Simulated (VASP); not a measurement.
Write the native input for VASP 6.6.1 that does the following.

| Quantity | Value |
| --- | --- |
| Task | single point |
| Functional | revPBE |
| Potentials or basis | VASP PAW PBE potentials, release 64 (Sn_d, Al) |
| Cutoff | 520 eV |
| k mesh | 7 × 7 × 8 |
| Occupations | fermi-dirac, width 0.05 eV |
| Spin | no spin polarisation |
| Dipole correction | no |
| Further INCAR settings | ALGO = Fast; EDIFF = 1e-07; NBANDS = 16 |

The structure of AlSn lies in POSCAR:

```
AlSn
1.0
    4.1981056157      0.0000000000      0.0000000000
   -2.0990528078      3.6356661109      0.0000000000
    0.0000000000      0.0000000000      3.3068470000
Sn Al
1 1
Direct
    0.3333333333      0.6666666667      0.5000000000
    0.0000000000      0.0000000000      0.0000000000
```

The input as run:

INCAR

```
SYSTEM = AlSn
ALGO = Fast
EDIFF = 1E-7
ENCUT = 520
GGA = RE
ISIF = 2
ISMEAR = -1
LASPH = .TRUE.
LCHARG = .FALSE.
LREAL = .FALSE.
LWAVE = .FALSE.
NBANDS = 16
NELM = 80
PREC = Accurate
SIGMA = 0.05
```

KPOINTS

```
k-points
0
G
  7 7 8
  0 0 0
```

Potentials or basis: VASP PAW PBE potentials, release 64 (Sn_d, Al).

Command:

```sh
$ cat potpaw_PBE.64/Sn_d/POTCAR potpaw_PBE.64/Al/POTCAR > POTCAR
$ mpirun -np 1 vasp_std > vasp.out
```

Results of the run:

The pressure is 1.1 GPa.

Caveat: the PAW data sets were made with another functional, which shifts forces and pressure a little.

It took 53 s on 1 thread of AMD EPYC 7R13 Processor (Zen 3), with other jobs on the host, peak memory 0.15 GiB.
